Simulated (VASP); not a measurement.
Set up this calculation in VASP 6.6.1, as the native input.

```
Task                   : single point
Functional             : PBEsol
Potentials or basis    : VASP PAW PBE potentials, release 64 (Al, N)
Cutoff                 : 520 eV
k mesh                 : 12 × 12 × 6
Occupations            : gaussian, width 0.02 eV
Spin                   : no spin polarisation
Dipole correction      : no
Further INCAR settings : ALGO = Normal; EDIFF = 1e-07; NBANDS = 16
```

The structure of AlN lies in POSCAR:

```
AlN
1.0
    3.3121160000      0.0000000000      0.0000000000
   -1.6560580000      2.8683760000      0.0000000000
    0.0000000000      0.0000000000      4.1875630000
Al N
2 2
Direct
    0.3333333333      0.6666666667      0.7500000000
    0.6666666667      0.3333333333      0.2500000000
    0.3333333333      0.6666666667      0.2500000000
    0.6666666667      0.3333333333      0.7500000000
```

These files were run (other wordings do the same):

INCAR

```
SYSTEM = AlN
PREC = Accurate
ENCUT = 520
EDIFF = 1E-7
ISMEAR = 0
SIGMA = 0.02
LREAL = .False.
LASPH = .True.
NELM = 60
ALGO = Normal
ISIF = 2
LWAVE = .False.
LCHARG = .False.
GGA = PS
NBANDS = 16
```

KPOINTS

```
regular mesh
0
Gamma
  12 12 6
  0 0 0
```

Potentials or basis: VASP PAW PBE potentials, release 64 (Al, N).

Command:

```bash
$ cat potpaw_PBE.64/Al/POTCAR potpaw_PBE.64/N/POTCAR > POTCAR
$ mpirun -np 1 vasp_std > vasp.out
```

Results of the run:

```json
{
  "Pressure": "-3.5 GPa",
  "Band gap on the k mesh": "3.19 eV, direct"
}
```

Caveat: the PAW data sets were made with another functional, which shifts forces and pressure a little.

Wall time 63 s on 1 thread of Intel(R) Xeon(R) Platinum 8375C CPU @ 2.90GHz (Ice Lake), on a shared host, peak memory 0.18 GiB.
